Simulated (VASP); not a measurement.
Si62C (a cell with a defect): relaxation of the atoms with PBE

The system is Si62C (a cell with a defect).

```
Si C
1.0
    10.86000    0.00000    0.00000
     0.00000   10.86000    0.00000
     0.00000    0.00000   10.86000
Si C
62 1
Direct
  0.50000 0.00000 0.00000
  0.62500 0.12500 0.12500
  0.75000 0.25000 0.00000
  0.87500 0.37500 0.12500
  0.75000 0.00000 0.25000
  0.87500 0.12500 0.37500
  0.00000 0.00000 0.00000
  0.12500 0.12500 0.12500
  0.25000 0.25000 0.00000
  0.37500 0.37500 0.12500
  0.50000 0.50000 0.00000
  0.62500 0.62500 0.12500
  0.75000 0.75000 0.00000
  0.87500 0.87500 0.12500
  0.25000 0.00000 0.25000
  0.37500 0.12500 0.37500
  0.50000 0.25000 0.25000
  0.62500 0.37500 0.37500
  0.75000 0.50000 0.25000
  0.87500 0.62500 0.37500
  0.50000 0.00000 0.50000
  0.62500 0.12500 0.62500
  0.75000 0.25000 0.50000
  0.87500 0.37500 0.62500
  0.75000 0.00000 0.75000
  0.87500 0.12500 0.87500
  0.00000 0.50000 0.00000
  0.12500 0.62500 0.12500
  0.25000 0.75000 0.00000
  0.37500 0.87500 0.12500
  0.00000 0.25000 0.25000
  0.12500 0.37500 0.37500
  0.25000 0.50000 0.25000
  0.37500 0.62500 0.37500
  0.50000 0.75000 0.25000
  0.62500 0.87500 0.37500
  0.00000 0.00000 0.50000
  0.25000 0.25000 0.50000
  0.37500 0.37500 0.62500
  0.50000 0.50000 0.50000
  0.62500 0.62500 0.62500
  0.75000 0.75000 0.50000
  0.87500 0.87500 0.62500
  0.37500 0.12500 0.87500
  0.50000 0.25000 0.75000
  0.62500 0.37500 0.87500
  0.75000 0.50000 0.75000
  0.87500 0.62500 0.87500
  0.00000 0.75000 0.25000
  0.12500 0.87500 0.37500
  0.00000 0.50000 0.50000
  0.12500 0.62500 0.62500
  0.25000 0.75000 0.50000
  0.37500 0.87500 0.62500
  0.00000 0.25000 0.75000
  0.12500 0.37500 0.87500
  0.25000 0.50000 0.75000
  0.37500 0.62500 0.87500
  0.50000 0.75000 0.75000
  0.62500 0.87500 0.87500
  0.00000 0.75000 0.75000
  0.12500 0.87500 0.87500
  0.25000 0.00000 0.75000
```

| Property | Result |
| --- | --- |
| Program | VASP 6.6.1 |
| Task | relaxation of the atoms |
| Functional | PBE |
| Potentials or basis | VASP PAW PBE potentials, release 64 (Si, C) |
| Cutoff | 520 eV |
| k mesh | 1 × 1 × 1 |
| Occupations | fermi-dirac, width 0.05 eV |
| Spin | no spin polarisation |
| Dipole correction | no |
| Charge | 2 |
| Further INCAR settings | LREAL = Auto; ALGO = Normal; EDIFF = 1e-06; IBRION = 2; EDIFFG = -0.03; NSW = 80; NELECT = 250.0 |

| Property | Result |
| --- | --- |
| Energy gained by relaxing | 44.2 meV/atom |
| Ionic steps | 18 |
| Largest force after relaxing | 0.029 eV/Å |

Forces on the atoms (eV/Å):
```
Si  -0.018 -0.010 -0.018
Si   0.003  0.009  0.003
Si  -0.005 -0.003  0.003
Si   0.003 -0.003 -0.006
Si   0.008  0.015  0.008
Si   0.002  0.024  0.002
Si  -0.004 -0.007 -0.008
Si  -0.010  0.010  0.007
Si   0.007  0.004 -0.008
Si  -0.012 -0.013  0.001
Si   0.004 -0.001  0.004
Si   0.005 -0.005  0.005
Si   0.001 -0.004  0.004
Si   0.013  0.012  0.001
Si   0.003 -0.003 -0.005
Si   0.001 -0.022  0.007
Si   0.003 -0.003 -0.005
Si  -0.006 -0.003  0.003
Si  -0.015  0.015 -0.015
Si   0.003  0.006  0.003
Si  -0.008 -0.007 -0.004
Si   0.007  0.010 -0.010
Si  -0.015 -0.002  0.002
Si   0.002 -0.002 -0.024
Si  -0.005 -0.003  0.003
Si   0.007 -0.022  0.001
Si   0.003  0.005  0.003
Si  -0.009 -0.003  0.003
Si   0.010  0.018 -0.018
Si  -0.006  0.006  0.008
Si   0.002 -0.002 -0.015
Si  -0.024 -0.002  0.002
Si  -0.015 -0.008  0.008
Si  -0.012 -0.001  0.013
Si   0.004 -0.004  0.001
Si   0.001  0.012  0.013
Si   0.017  0.016  0.017
Si  -0.016 -0.017  0.017
Si   0.001 -0.007  0.022
Si   0.003  0.005  0.003
Si   0.003 -0.003 -0.009
Si  -0.005 -0.003  0.003
Si   0.007 -0.001  0.022
Si   0.001 -0.007  0.001
Si  -0.008  0.004  0.007
Si   0.001 -0.013 -0.012
Si   0.008 -0.008 -0.015
Si   0.013 -0.001 -0.012
Si   0.003 -0.003 -0.005
Si   0.022 -0.001  0.007
Si   0.002  0.015  0.002
Si  -0.010 -0.007 -0.010
Si   0.007  0.008 -0.004
Si   0.001 -0.001  0.007
Si   0.017 -0.017 -0.016
Si   0.022 -0.007  0.001
Si   0.003  0.005  0.003
Si  -0.006 -0.008 -0.006
Si  -0.018  0.018  0.010
Si   0.008  0.006 -0.006
Si  -0.004  0.008  0.007
Si   0.007 -0.001  0.001
C   -0.007  0.007 -0.007
```

The path:
```tsv
step	energy change (eV)	largest force (eV/Å)	pressure (GPa)
1	0.0000	2.4327	-1.03
2	-1.1497	2.1903	-1.29
3	-2.0261	0.9098	-1.35
4	-2.2198	2.1906	-1.27
5	-2.3321	1.2723	-1.34
6	-2.6343	0.4095	-1.48
7	-2.6344	0.4043	-1.48
8	-2.6970	0.2868	-1.47
9	-2.7033	0.2908	-1.47
10	-2.7322	0.1764	-1.45
11	-2.7393	0.2068	-1.43
12	-2.7602	0.0989	-1.42
13	-2.7625	0.1259	-1.41
14	-2.7754	0.0576	-1.40
15	-2.7765	0.0788	-1.40
16	-2.7828	0.0492	-1.39
17	-2.7829	0.0514	-1.39
18	-2.7850	0.0288	-1.40
```

Final structure:
```
Si C
1.0
    10.86000    0.00000    0.00000
     0.00000   10.86000    0.00000
     0.00000    0.00000   10.86000
Si C
62 1
Direct
  0.50024 0.99699 0.00024
  0.62398 0.12515 0.12398
  0.75107 0.24997 0.99780
  0.87346 0.37654 0.12213
  0.74950 0.99763 0.24950
  0.87239 0.12942 0.37239
  0.00973 0.99967 0.99262
  0.12414 0.12586 0.12389
  0.25033 0.24027 0.99262
  0.37248 0.37069 0.12097
  0.50097 0.49699 0.00097
  0.62478 0.62522 0.12478
  0.75301 0.74903 0.00097
  0.87931 0.87752 0.12097
  0.24972 0.00028 0.24938
  0.37001 0.12357 0.37871
  0.49780 0.24997 0.25107
  0.62213 0.37654 0.37346
  0.74972 0.50028 0.24972
  0.87346 0.62787 0.37346
  0.49262 0.99967 0.50973
  0.62389 0.12586 0.62414
  0.74687 0.25146 0.49854
  0.87239 0.37761 0.62058
  0.74938 0.00028 0.74972
  0.87871 0.12357 0.87001
  0.00003 0.49893 0.99780
  0.12485 0.62602 0.12398
  0.25301 0.74976 0.00024
  0.37605 0.87395 0.12644
  0.99854 0.25146 0.24687
  0.12058 0.37761 0.37239
  0.25237 0.50050 0.24950
  0.37248 0.62903 0.37931
  0.50097 0.74903 0.25301
  0.62097 0.87752 0.37931
  0.99639 0.00542 0.49639
  0.24458 0.25361 0.49639
  0.37001 0.37129 0.62643
  0.49780 0.49893 0.50003
  0.62398 0.62602 0.62485
  0.75107 0.75220 0.50003
  0.87871 0.87999 0.62643
  0.36136 0.10038 0.86136
  0.49262 0.24027 0.75033
  0.62097 0.37069 0.87248
  0.74950 0.50050 0.75237
  0.87931 0.62903 0.87248
  0.00003 0.75220 0.25107
  0.12643 0.87999 0.37871
  0.99854 0.50313 0.49854
  0.12414 0.62611 0.62414
  0.25033 0.75738 0.50973
  0.36136 0.88864 0.64962
  0.99639 0.25361 0.74458
  0.12643 0.37129 0.87001
  0.24972 0.50062 0.74972
  0.37605 0.62356 0.87605
  0.50024 0.74976 0.75301
  0.62644 0.87395 0.87605
  0.00973 0.75738 0.75033
  0.14962 0.88864 0.86136
  0.28133 0.96867 0.78133
```

Levels at points of the mesh, in eV from the Fermi level:
| k point | band 122 | band 123 | band 124 | band 125 | band 126 | band 127 | band 128 | band 129 |
| --- | --- | --- | --- | --- | --- | --- | --- | --- |
| (0.00, 0.00, 0.00) | -1.11 | -0.61 | -0.33 | -0.33 | 0.29 | 0.54 | 0.54 | 0.73 |

Wall time 14 min on 4 MPI ranks on Intel(R) Xeon(R) Platinum 8375C CPU @ 2.90GHz (Ice Lake) (shared host), peak memory 0.42 GiB a rank.

Caveat: the k points lie up to 0.58 Å⁻¹ apart; the cell carries a net charge on a neutralising background, which shifts energy and pressure; the cell is charged against a uniform background, so pressure and absolute levels hang on convention.
